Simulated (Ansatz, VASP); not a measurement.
SiB5C in VASP and in Ansatz

File INCAR:

```
PREC = Accurate ; ENCUT = 600
EDIFF = 1E-7 ; ISMEAR = 0
SIGMA = 0.2 ; LREAL = False
LASPH = True ; NELM = 120
ALGO = Normal ; ISIF = 3
LWAVE = False ; LCHARG = False
GGA = PE ; IBRION = 2
NSW = 36 ; EDIFFG = -0.08
GGA_COMPAT = False ; NELMIN = 4
```

The input KPOINTS:

```
Automatic mesh
0
Gamma
  4 4 4
```

File POSCAR:

```
SiB5C
1.0
    0.0000000000      3.3255095000      3.3255095000
    3.3255095000      0.0000000000      3.3255095000
    3.3255095000      3.3255095000      0.0000000000
Si B C
1 5 1
Direct
    0.2500000000      0.2500000000      0.2500000000
    0.8868233700      0.8868233700      0.8868233700
    0.8868233700      0.8868233700      0.3395299000
    0.8868233700      0.3395299000      0.8868233700
    0.3395299000      0.8868233700      0.8868233700
    0.7500000000      0.7500000000      0.7500000000
    0.5000000000      0.5000000000      0.5000000000
```

Input for Ansatz:

```yaml
crystal:
  lattice:
    - [0.0, 3.3255095, 3.3255095]
    - [3.3255095, 0.0, 3.3255095]
    - [3.3255095, 3.3255095, 0.0]
  atoms:
    - { symbol: Si, position: [0.25, 0.25, 0.25] }
    - { symbol: B, position: [0.88682337, 0.88682337, 0.88682337] }
    - { symbol: B, position: [0.88682337, 0.88682337, 0.3395299] }
    - { symbol: B, position: [0.88682337, 0.3395299, 0.88682337] }
    - { symbol: B, position: [0.3395299, 0.88682337, 0.88682337] }
    - { symbol: B, position: [0.75, 0.75, 0.75] }
    - { symbol: C, position: [0.5, 0.5, 0.5] }
basis:
  ecutwfc: 420
kpoints:
  mp_grid: { grid: [4, 4, 4] }
hamiltonian:
  xc: pbe
scf:
  occupations: { method: gaussian, width: 0.2 }
  lower_state_search: "off"
output:
  forces: true
  stress: true
  eigenvalues: true
relax:
  adjacent_minimum: "off"
  f_tol: 0.08
  max_steps: 16
  cell: { stress_tol: 0.8 }
```

Alike in both runs: task relaxation of cell and atoms; functional PBE; k mesh 4 × 4 × 4; occupations gaussian, width 0.2 eV; no spin polarisation.

```csv
,VASP,Ansatz
version,VASP 6.6.1,Ansatz 0.2.0
potentials or method,"VASP PAW PBE potentials, release 64 (Si, B, C), cutoff 600 eV","scalar-relativistic, plane waves, PAW"
valence electrons in the cell,23,23
```

Ansatz gave:

| Quantity | Value |
| --- | --- |
| gap on the k mesh at the Fermi level, each at its own relaxed structure (eV) | none |
| relaxed volume (Å³/atom) | 8.88 |
| relaxed cell length with the largest relative difference (Å) | 4.446 |

**Question.** Which values does VASP return?

**Answer.** gap on the k mesh at the Fermi level, each at its own relaxed structure (eV): none; relaxed volume (Å³/atom): 8.88; relaxed cell length with the largest relative difference (Å): 4.447.

A gap of «none» marks a metal or a gap that the smearing closes.

The k mesh is coarse, so the values compare programs but aren't converged. Noted on VASP's run: the volume moved by over 15 % at a fixed basis, so the end points are rough; too few bands were computed for a metal, which touches its energy and stress.
